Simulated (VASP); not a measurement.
Wanted: the native input for a VASP 6.6.1 run.

- Task: single point
- Functional: PBE
- Potentials or basis: VASP PAW PBE potentials, release 64 (Sb)
- Cutoff: 520 eV
- k mesh: 18 × 18 × 18
- Occupations: gaussian, width 0.1 eV
- Spin: no spin polarisation
- Dipole correction: no
- Further INCAR settings: ALGO = Normal; EDIFF = 1e-07; NBANDS = 8

The structure of Sb lies in POSCAR:

```
Sb
1.0
    3.1095642288      0.0000000000      0.0000000000
    0.0000000000      3.1095642288      0.0000000000
    0.0000000000      0.0000000000      3.1096477825
Sb
1
Direct
    0.0000000000      0.0000000000      0.5000000000
```

One way to write it, as run:

INCAR

```
PREC = Accurate ; ENCUT = 520
EDIFF = 1E-7 ; ISMEAR = 0
SIGMA = 0.1 ; LREAL = False
LASPH = True ; NELM = 100
ALGO = Normal ; ISIF = 2
LWAVE = False ; LCHARG = False
GGA = PE ; NBANDS = 8
```

KPOINTS

```
Automatic mesh
0
Gamma
  18 18 18
```

Potentials or basis: VASP PAW PBE potentials, release 64 (Sb).

Command:

```sh
$ cat potpaw_PBE.64/Sb/POTCAR > POTCAR
$ mpirun -np 1 vasp_std > vasp.out
```

It gave:

* Pressure: 0.0 GPa

Run time: 34 s on 1 thread of AMD EPYC 9R45 96-Core Processor (Zen 5), on a shared host, peak memory 0.22 GiB.
